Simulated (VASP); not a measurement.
Set up this calculation in VASP 6.6.1, as the native input.

```yaml
Task: single point
Functional: PBE
Potentials_or_basis: VASP PAW PBE potentials, release 64 (Cs_sv)
Cutoff: 520 eV
k_mesh: 10 × 10 × 10
Occupations: gaussian, width 0.1 eV
Spin: no spin polarisation
Dipole_correction: no
Further_INCAR_settings: ALGO = Normal; EDIFF = 1e-07; NBANDS = 10
```

The structure of Cs lies in POSCAR:

```
Cs
1.0
    0.0000000000      3.8858306172      3.8858306172
    3.8858306172      0.0000000000      3.8858306172
    3.8858306172      3.8858306172      0.0000000000
Cs
1
Direct
    0.0000000000      0.0000000000      0.0000000000
```

One way to write it, as run:

INCAR

```
PREC     = Accurate       # precision mode
ENCUT    = 520            # plane-wave cutoff, eV
EDIFF    = 1E-7           # SCF threshold, eV
ISMEAR   = 0              # smearing method
SIGMA    = 0.1            # smearing width, eV
LREAL    = F              # projectors in reciprocal space
LASPH    = T              # aspherical terms in the spheres
NELM     = 100            # most SCF steps
ALGO     = Normal         # electronic algorithm
ISIF     = 2              # what is computed and relaxed
LWAVE    = F              # write WAVECAR
LCHARG   = F              # write CHGCAR
GGA      = PE             # functional
NBANDS   = 10             # bands
```

KPOINTS

```
Automatic mesh
0
Gamma
  10 10 10
```

Potentials or basis: VASP PAW PBE potentials, release 64 (Cs_sv).

The run is started by

```sh
$ cat potpaw_PBE.64/Cs_sv/POTCAR > POTCAR
$ mpirun -np 1 vasp_std > vasp.out
```

It gave:

| Property | Result |
| --- | --- |
| Pressure | 0.0 GPa |

Run time: 96 s on 1 thread of AMD EPYC 7R43 64-Core Processor (Zen 3) (shared host), peak memory 0.22 GiB.
